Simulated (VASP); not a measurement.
# SiC (w.b) (F-43m) in VASP: single point with PBE

Aim: the single point of SiC (w.b) with PBE.

Program: VASP 6.6.1. These are calculated values, not measurements. Logs are shortened: lines on timing, memory, paths and dates and some standing lists are left out, and cuts for length are marked.

## 1. The cell of the first run

The structure is cubic, space group F-43m (No. 216). The conventional cell has a = 4.380 Å, b = 4.380 Å, c = 4.380 Å, α = 90.00°, β = 90.00°, γ = 90.00°. Si (site symmetry -43m) has 4 C at 1.90 Å within 2.5 Å. Within 2.5 Å of C (site symmetry -43m) lie 4 Si at 1.90 Å.

## 2. Single point, PBE

Input file INCAR:

```
SYSTEM = SiC
ALGO = Normal
EDIFF = 1E-6
ENCUT = 600
GGA = PE
GGA_COMPAT = .False.
ISIF = 2
ISMEAR = 0
LASPH = .True.
LCHARG = .True.
LELF = .True.
LREAL = .False.
LVHAR = .True.
LWAVE = .False.
NBANDS = 11
NELM = 120
PREC = Accurate
SIGMA = 0.02
```

Input file KPOINTS:

```
k-points
0
Gamma
  10 10 10
  0 0 0
```

Input file POSCAR:

```
SiC
1.0
    0.0000000000      2.1898586916      2.1898586916
    2.1898586916      0.0000000000      2.1898586916
    2.1898586916      2.1898586916      0.0000000000
Si C
1 1
Direct
    0.0000000000      0.0000000000      0.0000000000
    0.2500000000      0.2500000000      0.2500000000
```

Potentials or basis: VASP PAW PBE potentials, release 64 (Si, C).

Launch:

```console
> cat potpaw_PBE.64/Si/POTCAR potpaw_PBE.64/C/POTCAR > POTCAR
> mpirun -np 1 vasp_std > vasp.out
```

OUTCAR:

```text
SYSTEM = SiC
   EDIFF = 1E-6
   ENCUT = 600
   GGA = PE
   ISIF = 2
   ISMEAR = 0
   LASPH = .True.
   LREAL = .False.
   NELM = 120
   PREC = Accurate

 ion  position               nearest neighbor table
   1  0.000  0.000  0.000-   2 1.90   2 1.90   2 1.90   2 1.90
   2  0.250  0.250  0.250-   1 1.90   1 1.90   1 1.90   1 1.90

  LATTYP: Found a face centered cubic cell.
 ALAT       =     4.3797173832

  Lattice vectors:

 A1 = (   0.0000000000,   2.1898586916,   2.1898586916)
 A2 = (   2.1898586916,   0.0000000000,   2.1898586916)
 A3 = (   2.1898586916,   2.1898586916,   0.0000000000)

Analysis of symmetry for initial positions (statically):
=====================================================================
 Subroutine PRICEL returns:
 Original cell was already a primitive cell.

 Routine SETGRP: Setting up the symmetry group for a
 face centered cubic supercell.

 Subroutine GETGRP returns: Found 24 space group operations
 (whereof 24 operations were pure point group operations)
 out of a pool of 48 trial point group operations.

The static configuration has the point symmetry T_d .

Analysis of symmetry for dynamics (positions and initial velocities):
=====================================================================
 Subroutine PRICEL returns:
 Original cell was already a primitive cell.

 Routine SETGRP: Setting up the symmetry group for a
 face centered cubic supercell.

 Subroutine GETGRP returns: Found 24 space group operations
 (whereof 24 operations were pure point group operations)
 out of a pool of 48 trial point group operations.

The dynamic configuration has the point symmetry T_d .

 Subroutine INISYM returns: Found 24 space group operations
 (whereof 24 operations are pure point group operations),
 and found     1 'primitive' translations

----------------------------------------------------------------------------------------

                                     Primitive cell

  volume of cell :      21.0029

  direct lattice vectors                    reciprocal lattice vectors
     0.000000000  2.189858692  2.189858692    -0.228325235  0.228325235  0.228325235
     2.189858692  0.000000000  2.189858692     0.228325235 -0.228325235  0.228325235
     2.189858692  2.189858692  0.000000000     0.228325235  0.228325235 -0.228325235

  length of vectors
     3.096927861  3.096927861  3.096927861     0.395470907  0.395470907  0.395470907

  position of ions in fractional coordinates (direct lattice)
     0.000000000  0.000000000  0.000000000
     0.250000000  0.250000000  0.250000000

  ion indices of the primitive-cell ions
   primitive index   ion index
                 1           1
                 2           2

----------------------------------------------------------------------------------------

 KPOINTS: k-points

Automatic generation of k-mesh.
 Grid dimensions read from file:
 generate k-points for:   10   10   10

 Generating k-lattice:

  Cartesian coordinates                     Fractional coordinates (reciprocal lattice)
    -0.022832523  0.022832523  0.022832523     0.100000000  0.000000000  0.000000000
     0.022832523 -0.022832523  0.022832523     0.000000000  0.100000000  0.000000000
     0.022832523  0.022832523 -0.022832523     0.000000000  0.000000000  0.100000000

  Length of vectors
     0.039547091  0.039547091  0.039547091

  Shift w.r.t. Gamma in fractional coordinates (k-lattice)
     0.000000000  0.000000000  0.000000000

 Subroutine IBZKPT returns following result:
 ===========================================

 Found     47 irreducible k-points:

 Following reciprocal coordinates:
            Coordinates               Weight
  0.000000  0.000000  0.000000      1.000000
  0.100000  0.000000  0.000000      8.000000
  0.200000  0.000000  0.000000      8.000000
  0.300000  0.000000  0.000000      8.000000
  0.400000  0.000000  0.000000      8.000000
  0.500000  0.000000  0.000000      4.000000
[... 16 lines left out ...]
  0.300000  0.300000  0.000000      6.000000
  0.400000  0.300000  0.000000     24.000000
 [... further k-points ...]
   k-points           NKPTS =     47   k-points in BZ     NKDIM =     47   number of bands    NBANDS=     11
   number of dos      NEDOS =    301   number of ions     NIONS =      2
   total plane-waves  NPLWV =  21952
   dimension x,y,z NGX =    28 NGY =   28 NGZ =   28
   dimension x,y,z NGXF=    56 NGYF=   56 NGZF=   56
   ions per type =               1   1
   NGX,Y,Z   is equivalent  to a cutoff of  15.03, 15.03, 15.03 a.u.
   NGXF,Y,Z  is equivalent  to a cutoff of  30.06, 30.06, 30.06 a.u.
 SYSTEM =  SiC
   PREC   = accura    normal or accurate (medium, high low for compatibility)
   ISTART =      0    job   : 0-new  1-cont  2-samecut
   ICHARG =      2    charge: 1-file 2-atom 10-const
   ISPIN  =      1    spin polarized calculation?
   LNONCOLLINEAR =      F non collinear calculations
   LSORBIT =      F    spin-orbit coupling
   LASPH  =      T    aspherical Exc in radial PAW
   ENCUT  =  600.0 eV  44.10 Ry    6.64 a.u.   6.19  6.19  6.19*2*pi/ulx,y,z
   NELM   =    120;   NELMIN=  2; NELMDL= -5     # of ELM steps
   EDIFF  = 0.1E-05   stopping-criterion for ELM
   LREAL  =      F    real-space projection
   EDIFFG = 0.1E-04   stopping-criterion for IOM
   NSW    =      0    number of steps for IOM
   IBRION =     -1    ionic relax: 0-MD 1-quasi-New 2-CG
   NFREE  =      0    steps in history (QN), initial steepest desc. (CG)
   ISIF   =      2    stress and relaxation
   ISYM   =      2    0-nonsym 1-usesym 2-fastsym
   POTIM  = 0.5000    time-step for ionic-motion
   TEBEG  =    0.0;   TEEND  =   0.0 temperature during run
   PSTRESS=    0.0 pullay stress
   NELECT =       8.0000    total number of electrons
   NUPDOWN=      -1.0000    fix difference up-down
   EMIN   =  10.00;   EMAX   =-10.00  energy-range for DOS
   EFERMI =   0.00;   METHOD = LEGACY
   ISMEAR =     0;   SIGMA  =   0.02  broadening in eV -4-tet -1-fermi 0-gaus
   EFERMI_NEDOS =   21; number of points for ismear=-14 and -15
   IALGO  =     38    algorithm
   IMIX   =      4    mixing-type and parameters
     AMIX     =   0.40;   BMIX     =  1.00
     AMIX_MAG =   1.60;   BMIX_MAG =  1.00
  volume/ion in A,a.u.               =      10.50        70.87
  Fermi-wavevector in a.u.,A,eV,Ry     =   1.186712  2.242561 19.160892  1.408286
  Thomas-Fermi vector in A             =   2.322879
   LORBIT       =      0    0 simple, 1 ext, 2 COOP (PROOUT), +10 PAW based schemes
   GGA     = PE    functional components
   LHFCALC =     F    Hartree Fock is set to
   AEXX    =    0.0000 exact exchange contribution
   IVDW    =     0    specifies the selected vdW correction
   LEPSILON=     F    determine dielectric tensor
   LRPA    =     F    only Hartree local field effects (RPA)
 non-spin polarized calculation
 Gauss-broadening in eV      SIGMA  =   0.02
  energy-cutoff  :      600.00
  volume of cell :       21.00
 maximum number of plane-waves:       725
 NGX is ok and might be reduce to    28
   NGX = 13   NGY = 13   NGZ = 13

 number of electron       8.0000000 magnetization

 Free energy of the ion-electron system (eV)
  ---------------------------------------------------
  ext. energy  EPLUGINS =         0.00000000
  ---------------------------------------------------
  free energy    TOTEN  =       -15.06218825 eV

  energy without entropy =      -15.06218825  energy(sigma->0) =      -15.06218825

 E-fermi :   8.0346     XC(G=0): -11.2912

 val. band max:        7.9397600848   @ k =   0.0000   0.0000   0.0000
 cond. band min:       9.3107925299   @ k =   0.5000   0.5000   0.0000
 fundamental gap:      1.3710324451
 Fermi energy:         8.0346101401

 k-point     1 :       0.0000    0.0000    0.0000
  band No.  band energies     occupation
      1      -7.3468      2.00000
      2       7.9398      2.00000
      3       7.9398      2.00000
      4       7.9398      2.00000
      5      13.9986      0.00000
      6      15.1449      0.00000
      7      15.1449      0.00000
      8      15.1449      0.00000
      9      22.3603      0.00000
     10      22.3603      0.00000
     11      24.1904      0.00000

 k-point     2 :       0.1000    0.0000    0.0000
  band No.  band energies     occupation
      1      -7.1537      2.00000
      2       6.9332      2.00000
      3       7.8065      2.00000
      4       7.8065      2.00000
      5      14.2816      0.00000
      6      15.3860      0.00000
      7      15.3860      0.00000
      8      15.3998      0.00000
      9      21.4264      0.00000
     10      21.4264      0.00000
     11      24.0911      0.00000

 k-point     3 :       0.2000    0.0000    0.0000
  band No.  band energies     occupation
      1      -6.5833      2.00000
      2       4.8280      2.00000
      3       7.5008      2.00000
      4       7.5008      2.00000
      5      14.0118      0.00000
      6      15.7485      0.00000
      7      15.7485      0.00000
      8      16.5845      0.00000
      9      20.7663      0.00000
     10      20.7663      0.00000
     11      23.2149      0.00000

 k-point     4 :       0.3000    0.0000    0.0000
  band No.  band energies     occupation
      1      -5.6715      2.00000
      2       2.5379      2.00000
      3       7.1859      2.00000
      4       7.1859      2.00000
      5      13.6035      0.00000
      6      15.6305      0.00000
      7      15.6305      0.00000
      8      17.5762      0.00000
      9      21.5625      0.00000
     10      21.5625      0.00000
     11      22.9278      0.00000

 k-point     5 :       0.4000    0.0000    0.0000
  band No.  band energies     occupation
      1      -4.5469      2.00000
      2       0.5098      2.00000
      3       6.9678      2.00000
      4       6.9678      2.00000
      5      13.3312      0.00000
      6      15.2696      0.00000
      7      15.2696      0.00000
      8      17.8941      0.00000
      9      23.4558      0.00000
     10      23.4558      0.00000
     11      23.4947      0.00000
[... 211 lines left out ...]
 k-point    21 :      -0.3000    0.2000    0.0000
  band No.  band energies     occupation
      1      -4.3221      2.00000
      2       1.5709      2.00000
      3       4.1626      2.00000
      4       6.7752      2.00000
      5      13.4777      0.00000
      6      16.0722      0.00000
      7      16.6071      0.00000
      8      18.0869      0.00000
      9      20.5862      0.00000
     10      23.2362      0.00000
     11      26.8259      0.00000

 k-point    22 :      -0.2000    0.2000    0.0000
  band No.  band energies     occupation
      1      -5.3654      2.00000
      2       3.1626      2.00000
      3       4.7520      2.00000
      4       7.2927      2.00000
      5      14.4258      0.00000
      6      15.8201      0.00000
      7      16.2214      0.00000
      8      16.9763      0.00000
      9      19.4076      0.00000
     10      23.2144      0.00000
     11      26.9255      0.00000

 k-point    23 :       0.3000    0.3000    0.0000
  band No.  band energies     occupation
      1      -5.1021      2.00000
      2       3.5859      2.00000
      3       5.5989      2.00000
      4       5.5989      2.00000
      5      11.0843      0.00000
      6      13.4960      0.00000
      7      19.3283      0.00000
      8      19.3283      0.00000
      9      20.1792      0.00000
     10      24.9168      0.00000
     11      29.4719      0.00000

 k-point    24 :       0.4000    0.3000    0.0000
  band No.  band energies     occupation
      1      -4.2452      2.00000
      2       2.3764      2.00000
      3       4.8186      2.00000
      4       5.3388      2.00000
      5      10.7986      0.00000
      6      13.5029      0.00000
      7      19.4023      0.00000
      8      19.7310      0.00000
      9      21.5332      0.00000
     10      25.8803      0.00000
     11      28.9673      0.00000

 [... further k-points ...]
[... 5 lines left out ...]
  --------------------------------------------------------------------------------------
  -------------------------------------------------------------------------------------
  Total       -0.0237602     -0.0237602     -0.0237602     -0.0000000     -0.0000000     -0.0000000
  in kB       -1.8125204     -1.8125204     -1.8125204     -0.0000000     -0.0000000     -0.0000000
  external PRESSURE =      -1.8125204 kB  Pullay stress =       0.0000000 kB

 VOLUME and BASIS-vectors are now :
 -----------------------------------------------------------------------------
  energy-cutoff  :      600.00
  volume of cell :       21.00
      direct lattice vectors                 reciprocal lattice vectors
     0.000000000  2.189858692  2.189858692    -0.228325235  0.228325235  0.228325235
     2.189858692  0.000000000  2.189858692     0.228325235 -0.228325235  0.228325235
     2.189858692  2.189858692  0.000000000     0.228325235  0.228325235 -0.228325235

 POSITION                                       TOTAL-FORCE (eV/Angst)
 -----------------------------------------------------------------------------------
      0.00000      0.00000      0.00000        -0.000000     -0.000000     -0.000000
      1.09493      1.09493      1.09493         0.000000      0.000000      0.000000
 -----------------------------------------------------------------------------------
    total drift:                               -0.000000     -0.000000     -0.000000

  FREE ENERGIE OF THE ION-ELECTRON SYSTEM (eV)
  ---------------------------------------------------
  free  energy   TOTEN  =       -15.0621882534 eV

  energy  without entropy=      -15.0621882534  energy(sigma->0) =      -15.06218825
```

Wall time 7.6 s (1 thread of Intel Xeon 6975P-C (Granite Rapids), shared host); peak memory 0.15 GiB.

Results:

* Free energy: -15.0622 eV
* Pressure: -0.2 GPa
* Band gap on the k mesh: 1.37 eV, indirect (least direct gap 4.53 eV)
